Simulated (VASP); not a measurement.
# Na3YI6 (Fm-3m) in VASP: single point with PBEsol

Aim: the single point of Na3YI6 with PBEsol.

All numbers are computed with VASP 6.6.1; they aren't measurements. Logs are shortened: lines on timing, memory, paths and dates and some standing lists are left out, and cuts for length are marked.

## 1. The cell of the first run

It takes space group Fm-3m (No. 225, cubic). Conventional cell: a = 12.216 Å, b = 12.216 Å, c = 12.216 Å, α = 90.00°, β = 90.00°, γ = 90.00°. Na (site symmetry -43m) has 12 I at 4.32 Å and 4 Na at 5.29 Å and 4 Y at 5.29 Å within 5.7 Å. Within 4.1 Å of Na (site symmetry m-3m) lie 6 I at 3.10 Å. Within 4.0 Å of Y (site symmetry m-3m) lie 6 I at 3.01 Å. I (site symmetry 4mm) has 1 Y at 3.01 Å and 1 Na at 3.10 Å within 4.0 Å.

## 2. Single point, PBEsol

The input, INCAR:

```
SYSTEM = Na3YI6
PREC = Accurate ; ENCUT = 520
EDIFF = 1E-6 ; ISMEAR = 0
SIGMA = 0.01 ; LREAL = .False.
LASPH = .True. ; NELM = 80
ALGO = Normal ; ISIF = 2
LWAVE = .False. ; LCHARG = .False.
GGA = PS ; NBANDS = 48
```

The input, KPOINTS:

```
Automatic mesh
0
Gamma
  3 3 3
  0 0 0
```

The input, POSCAR:

```
Na3YI6
1.0
    0.0000000000      6.1077960000      6.1077960000
    6.1077960000      0.0000000000      6.1077960000
    6.1077960000      6.1077960000      0.0000000000
Na Y I
3 1 6
Direct
    0.7500000000      0.7500000000      0.7500000000
    0.2500000000      0.2500000000      0.2500000000
    0.5000000000      0.5000000000      0.5000000000
    0.0000000000      0.0000000000      0.0000000000
    0.7537720000      0.2462280000      0.2462280000
    0.2462280000      0.2462280000      0.7537720000
    0.2462280000      0.7537720000      0.7537720000
    0.2462280000      0.7537720000      0.2462280000
    0.7537720000      0.2462280000      0.7537720000
    0.7537720000      0.7537720000      0.2462280000
```

Potentials or basis: VASP PAW PBE potentials, release 64 (Na_pv, Y_sv, I).

Launch:

```
> cat potpaw_PBE.64/Na_pv/POTCAR potpaw_PBE.64/Y_sv/POTCAR potpaw_PBE.64/I/POTCAR > POTCAR
> mpirun -np 1 vasp_std > vasp.out
```

OUTCAR:

```text
SYSTEM = Na3YI6
   PREC = Accurate
   ENCUT = 520
   EDIFF = 1E-6
   ISMEAR = 0
   LREAL = .False.
   LASPH = .True.
   NELM = 80
   ISIF = 2
   GGA = PS

 ion  position               nearest neighbor table
   1  0.750  0.750  0.750-
   2  0.250  0.250  0.250-
   3  0.500  0.500  0.500-   5 3.10   6 3.10   7 3.10   8 3.10   9 3.10  10 3.10
   4  0.000  0.000  0.000-   5 3.01   6 3.01   7 3.01   8 3.01   9 3.01  10 3.01
   5  0.754  0.246  0.246-   4 3.01   3 3.10
   6  0.246  0.246  0.754-   4 3.01   3 3.10
   7  0.246  0.754  0.754-   4 3.01   3 3.10
   8  0.246  0.754  0.246-   4 3.01   3 3.10
   9  0.754  0.246  0.754-   4 3.01   3 3.10
  10  0.754  0.754  0.246-   4 3.01   3 3.10

  LATTYP: Found a face centered cubic cell.
 ALAT       =    12.2155920000

  Lattice vectors:

 A1 = (   0.0000000000,   6.1077960000,   6.1077960000)
 A2 = (   6.1077960000,   0.0000000000,   6.1077960000)
 A3 = (   6.1077960000,   6.1077960000,   0.0000000000)

Analysis of symmetry for initial positions (statically):
=====================================================================
 Subroutine PRICEL returns:
 Original cell was already a primitive cell.

 Routine SETGRP: Setting up the symmetry group for a
 face centered cubic supercell.

 Subroutine GETGRP returns: Found 48 space group operations
 (whereof 48 operations were pure point group operations)
 out of a pool of 48 trial point group operations.

The static configuration has the point symmetry O_h .

Analysis of symmetry for dynamics (positions and initial velocities):
=====================================================================
 Subroutine PRICEL returns:
 Original cell was already a primitive cell.

 Routine SETGRP: Setting up the symmetry group for a
 face centered cubic supercell.

 Subroutine GETGRP returns: Found 48 space group operations
 (whereof 48 operations were pure point group operations)
 out of a pool of 48 trial point group operations.

The dynamic configuration has the point symmetry O_h .

 Subroutine INISYM returns: Found 48 space group operations
 (whereof 48 operations are pure point group operations),
 and found     1 'primitive' translations

----------------------------------------------------------------------------------------

                                     Primitive cell

  volume of cell :     455.7048

  direct lattice vectors                    reciprocal lattice vectors
     0.000000000  6.107796000  6.107796000    -0.081862590  0.081862590  0.081862590
     6.107796000  0.000000000  6.107796000     0.081862590 -0.081862590  0.081862590
     6.107796000  6.107796000  0.000000000     0.081862590  0.081862590 -0.081862590

  length of vectors
     8.637727939  8.637727939  8.637727939     0.141790165  0.141790165  0.141790165

  position of ions in fractional coordinates (direct lattice)
     0.750000000  0.750000000  0.750000000
     0.250000000  0.250000000  0.250000000
     0.500000000  0.500000000  0.500000000
     0.000000000  0.000000000  0.000000000
     0.753772000  0.246228000  0.246228000
     0.246228000  0.246228000  0.753772000
     0.246228000  0.753772000  0.753772000
     0.246228000  0.753772000  0.246228000
     0.753772000  0.246228000  0.753772000
     0.753772000  0.753772000  0.246228000

  ion indices of the primitive-cell ions
   primitive index   ion index
                 1           1
                 2           2
                 3           3
                 4           4
                 5           5
                 6           6
                 7           7
                 8           8
                 9           9
                10          10

----------------------------------------------------------------------------------------

 KPOINTS: Automatic mesh

Automatic generation of k-mesh.
 Grid dimensions read from file:
 generate k-points for:    3    3    3

 Generating k-lattice:

  Cartesian coordinates                     Fractional coordinates (reciprocal lattice)
    -0.027287530  0.027287530  0.027287530     0.333333333  0.000000000  0.000000000
     0.027287530 -0.027287530  0.027287530     0.000000000  0.333333333  0.000000000
     0.027287530  0.027287530 -0.027287530     0.000000000  0.000000000  0.333333333

  Length of vectors
     0.047263388  0.047263388  0.047263388

  Shift w.r.t. Gamma in fractional coordinates (k-lattice)
     0.000000000  0.000000000  0.000000000

 Subroutine IBZKPT returns following result:
 ===========================================

 Found      4 irreducible k-points:

 Following reciprocal coordinates:
            Coordinates               Weight
  0.000000  0.000000  0.000000      1.000000
  0.333333  0.000000  0.000000      8.000000
  0.333333  0.333333  0.000000      6.000000
 -0.333333  0.333333  0.000000     12.000000
   k-points           NKPTS =      4   k-points in BZ     NKDIM =      4   number of bands    NBANDS=     48
   number of dos      NEDOS =    301   number of ions     NIONS =     10
   total plane-waves  NPLWV = 262144
   dimension x,y,z NGX =    64 NGY =   64 NGZ =   64
   dimension x,y,z NGXF=   128 NGYF=  128 NGZF=  128
   ions per type =               3   1   6
   NGX,Y,Z   is equivalent  to a cutoff of  12.32, 12.32, 12.32 a.u.
   NGXF,Y,Z  is equivalent  to a cutoff of  24.64, 24.64, 24.64 a.u.
 SYSTEM =  Na3YI6
   PREC   = accura    normal or accurate (medium, high low for compatibility)
   ISTART =      0    job   : 0-new  1-cont  2-samecut
   ICHARG =      2    charge: 1-file 2-atom 10-const
   ISPIN  =      1    spin polarized calculation?
   LNONCOLLINEAR =      F non collinear calculations
   LSORBIT =      F    spin-orbit coupling
   LASPH  =      T    aspherical Exc in radial PAW
   ENCUT  =  520.0 eV  38.22 Ry    6.18 a.u.  16.06 16.06 16.06*2*pi/ulx,y,z
   NELM   =     80;   NELMIN=  2; NELMDL= -5     # of ELM steps
   EDIFF  = 0.1E-05   stopping-criterion for ELM
   LREAL  =      F    real-space projection
   EDIFFG = 0.1E-04   stopping-criterion for IOM
   NSW    =      0    number of steps for IOM
   IBRION =     -1    ionic relax: 0-MD 1-quasi-New 2-CG
   NFREE  =      0    steps in history (QN), initial steepest desc. (CG)
   ISIF   =      2    stress and relaxation
   ISYM   =      2    0-nonsym 1-usesym 2-fastsym
   POTIM  = 0.5000    time-step for ionic-motion
   TEBEG  =    0.0;   TEEND  =   0.0 temperature during run
   PSTRESS=    0.0 pullay stress
   NELECT =      74.0000    total number of electrons
   NUPDOWN=      -1.0000    fix difference up-down
   EMIN   =  10.00;   EMAX   =-10.00  energy-range for DOS
   EFERMI =   0.00;   METHOD = LEGACY
   ISMEAR =     0;   SIGMA  =   0.01  broadening in eV -4-tet -1-fermi 0-gaus
   EFERMI_NEDOS =   21; number of points for ismear=-14 and -15
   IALGO  =     38    algorithm
   IMIX   =      4    mixing-type and parameters
     AMIX     =   0.40;   BMIX     =  1.00
     AMIX_MAG =   1.60;   BMIX_MAG =  1.00
  volume/ion in A,a.u.               =      45.57       307.52
  Fermi-wavevector in a.u.,A,eV,Ry     =   0.893150  1.687808 10.853588  0.797716
  Thomas-Fermi vector in A             =   2.015190
   LORBIT       =      0    0 simple, 1 ext, 2 COOP (PROOUT), +10 PAW based schemes
   GGA     = PS    functional components
   LHFCALC =     F    Hartree Fock is set to
   AEXX    =    0.0000 exact exchange contribution
   IVDW    =     0    specifies the selected vdW correction
   LEPSILON=     F    determine dielectric tensor
   LRPA    =     F    only Hartree local field effects (RPA)
 non-spin polarized calculation
 Gauss-broadening in eV      SIGMA  =   0.01
  energy-cutoff  :      520.00
  volume of cell :      455.70
 maximum number of plane-waves:     12278
   NGX = 33   NGY = 33   NGZ = 33

 number of electron      73.9999983 magnetization

 Free energy of the ion-electron system (eV)
  ---------------------------------------------------
  ext. energy  EPLUGINS =         0.00000000
  ---------------------------------------------------
  free energy    TOTEN  =       -32.83923534 eV

  energy without entropy =      -32.83923534  energy(sigma->0) =      -32.83923534

 E-fermi :   0.4077     XC(G=0):  -7.0392

 val. band max:        0.3164320740   @ k =   0.0000   0.0000   0.0000
 cond. band min:       2.7338987861   @ k =   0.0000   0.0000   0.0000
 fundamental gap:      2.4174667121
 Fermi energy:         0.4077169545

 k-point     1 :       0.0000    0.0000    0.0000
  band No.  band energies     occupation
      1     -41.7829      2.00000
      2     -24.1914      2.00000
      3     -24.1914      2.00000
      4     -24.1914      2.00000
      5     -24.1914      2.00000
      6     -24.1914      2.00000
[... 40 lines left out ...]
     47       5.8563      0.00000
     48       5.8563      0.00000

 k-point     2 :       0.3333    0.0000    0.0000
  band No.  band energies     occupation
      1     -41.7829      2.00000
      2     -24.1914      2.00000
      3     -24.1914      2.00000
      4     -24.1914      2.00000
      5     -24.1914      2.00000
      6     -24.1914      2.00000
[... 40 lines left out ...]
     47       5.9547      0.00000
     48       6.2383      0.00000

 k-point     3 :       0.3333    0.3333    0.0000
  band No.  band energies     occupation
      1     -41.7829      2.00000
      2     -24.1914      2.00000
      3     -24.1914      2.00000
      4     -24.1914      2.00000
      5     -24.1914      2.00000
      6     -24.1914      2.00000
[... 40 lines left out ...]
     47       6.0380      0.00000
     48       6.0381      0.00000

 k-point     4 :      -0.3333    0.3333    0.0000
  band No.  band energies     occupation
      1     -41.7829      2.00000
      2     -24.1914      2.00000
      3     -24.1914      2.00000
      4     -24.1914      2.00000
      5     -24.1914      2.00000
      6     -24.1914      2.00000
[... 40 lines left out ...]
     47       5.7802      0.00000
     48       6.0295      0.00000

------------------------ aborting loop because EDIFF is reached ----------------------------------------

  FORCE on cell =-STRESS in cart. coord.  units (eV):
  Direction    XX          YY          ZZ          XY          YZ          ZX
  --------------------------------------------------------------------------------------
  -------------------------------------------------------------------------------------
  Total       -2.5488256     -2.5488256     -2.5488256     -0.0000000     -0.0000000      0.0000000
  in kB       -8.9612199     -8.9612199     -8.9612199     -0.0000000     -0.0000000      0.0000000
  external PRESSURE =      -8.9612199 kB  Pullay stress =       0.0000000 kB

 VOLUME and BASIS-vectors are now :
 -----------------------------------------------------------------------------
  energy-cutoff  :      520.00
  volume of cell :      455.70
      direct lattice vectors                 reciprocal lattice vectors
     0.000000000  6.107796000  6.107796000    -0.081862590  0.081862590  0.081862590
     6.107796000  0.000000000  6.107796000     0.081862590 -0.081862590  0.081862590
     6.107796000  6.107796000  0.000000000     0.081862590  0.081862590 -0.081862590

 POSITION                                       TOTAL-FORCE (eV/Angst)
 -----------------------------------------------------------------------------------
      9.16169      9.16169      9.16169        -0.000000     -0.000000     -0.000000
      3.05390      3.05390      3.05390         0.000000      0.000000     -0.000000
      6.10780      6.10780      6.10780        -0.000000      0.000000     -0.000000
      0.00000      0.00000      0.00000        -0.000000      0.000000     -0.000000
      3.00782      6.10780      6.10780        -0.133698      0.000000     -0.000000
      6.10780      6.10780      3.00782        -0.000000      0.000000     -0.133698
      9.20777      6.10780      6.10780         0.133698      0.000000     -0.000000
      6.10780      3.00782      6.10780        -0.000000     -0.133698     -0.000000
      6.10780      9.20777      6.10780        -0.000000      0.133698     -0.000000
      6.10780      6.10780      9.20777        -0.000000      0.000000      0.133698
 -----------------------------------------------------------------------------------
    total drift:                                0.000000      0.000000      0.000000

  FREE ENERGIE OF THE ION-ELECTRON SYSTEM (eV)
  ---------------------------------------------------
  free  energy   TOTEN  =       -32.8392353427 eV

  energy  without entropy=      -32.8392353427  energy(sigma->0) =      -32.83923534
```

It took 2.1 min on 1 thread of Intel Xeon 6975P-C (Granite Rapids), shared host; peak memory 0.6 GiB.

Results:

```yaml
Free_energy: -32.8392 eV
Pressure: -0.9 GPa
Largest_force: 0.134 eV/Å
Band_gap_on_the_k_mesh: 2.42 eV, direct
```

Forces in eV/Å, atoms in the order of the input:
```
Na   0.000  0.000  0.000
Na   0.000  0.000  0.000
Na   0.000  0.000  0.000
Y    0.000  0.000  0.000
I   -0.134  0.000  0.000
I    0.000  0.000 -0.134
I    0.134  0.000  0.000
I    0.000 -0.134  0.000
I    0.000  0.134  0.000
I    0.000  0.000  0.134
```

Caveat: the PAW data sets were made with another functional, which shifts forces and pressure a little; spin-orbit coupling is left out, which moves the levels of the heavy elements.
